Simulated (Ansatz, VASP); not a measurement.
# One calculation of BN, two programs

INCAR

```
SYSTEM = BN
PREC = Accurate
ENCUT = 520
EDIFF = 1E-6
ISMEAR = 0
SIGMA = 0.05
LREAL = .False.
LASPH = .True.
NELM = 60
ALGO = Normal
ISIF = 2
LWAVE = .False.
LCHARG = .True.
GGA = PE
IVDW = 12
LELF = .True.
LVHAR = .True.
NBANDS = 26
```

Contents of KPOINTS:

```
Automatic mesh
0
Gamma
  10 10 2
  0 0 0
```

Contents of POSCAR:

```
BN
1.0
   -2.5064381127      0.0000000000      0.0000000000
   -1.2532190563     -2.1706390786      0.0000000000
   -2.1930080267     -1.2661337746     13.2336949040
B N
4 4
Direct
   -0.1770541667     -0.1770541667      0.8750000000
    0.1145958333      0.1145958333      0.3750000000
    0.5937541667      0.5937541667      0.1250000000
    0.3021041667      0.3021041667      0.6250000000
    0.2604208333      0.2604208333      0.1250000000
   -0.0312291667     -0.0312291667      0.6250000000
    0.1562791667      0.1562791667      0.8750000000
    0.4479291667      0.4479291667      0.3750000000
```

Input for Ansatz:

```yaml
crystal:
  lattice:
    - [-2.5064381127, 0.0, 0.0]
    - [-1.2532190563, -2.1706390786, 0.0]
    - [-2.1930080267, -1.2661337746, 13.233694904]
  atoms:
    - { symbol: B, position: [-0.1770541667, -0.1770541667, 0.875] }
    - { symbol: B, position: [0.1145958333, 0.1145958333, 0.375] }
    - { symbol: B, position: [0.5937541667, 0.5937541667, 0.125] }
    - { symbol: B, position: [0.3021041667, 0.3021041667, 0.625] }
    - { symbol: "N", position: [0.2604208333, 0.2604208333, 0.125] }
    - { symbol: "N", position: [-0.0312291667, -0.0312291667, 0.625] }
    - { symbol: "N", position: [0.1562791667, 0.1562791667, 0.875] }
    - { symbol: "N", position: [0.4479291667, 0.4479291667, 0.375] }
basis:
  ecutwfc: 420
kpoints:
  mp_grid: { grid: [10, 10, 2] }
hamiltonian:
  xc: pbe
  dispersion: d3bj
scf:
  occupations: { method: gaussian, width: 0.05 }
output:
  forces: true
  stress: true
  eigenvalues: true
```

Alike in both runs: task single point; functional PBE; dispersion D3(BJ); k mesh 10 × 10 × 2; occupations gaussian, width 0.05 eV; no spin polarisation.

|  | VASP | Ansatz |
| --- | --- | --- |
| version | VASP 6.6.1 | Ansatz 0.2.0 |
| potentials or method | VASP PAW PBE potentials, release 64 (B, N), cutoff 520 eV | scalar-relativistic, plane waves, PAW |
| valence electrons in the cell | 32 | 32 |

```tsv
	VASP	Ansatz	Ansatz less VASP
gap on the k mesh at the Fermi level (eV)	4.04	4.05	+0.007
least direct gap on the mesh (eV)	4.19	4.20	+0.004
pressure (GPa)	0.0	0.0	-0.08
traceless stress, the component that is largest in VASP (GPa)	-0.11	-0.10	+0.001
rms of the force components (eV/Å)	0.010	0.010	-0.0001
```

Atom by atom the forces differ by 0.000 eV/Å (rms over components).
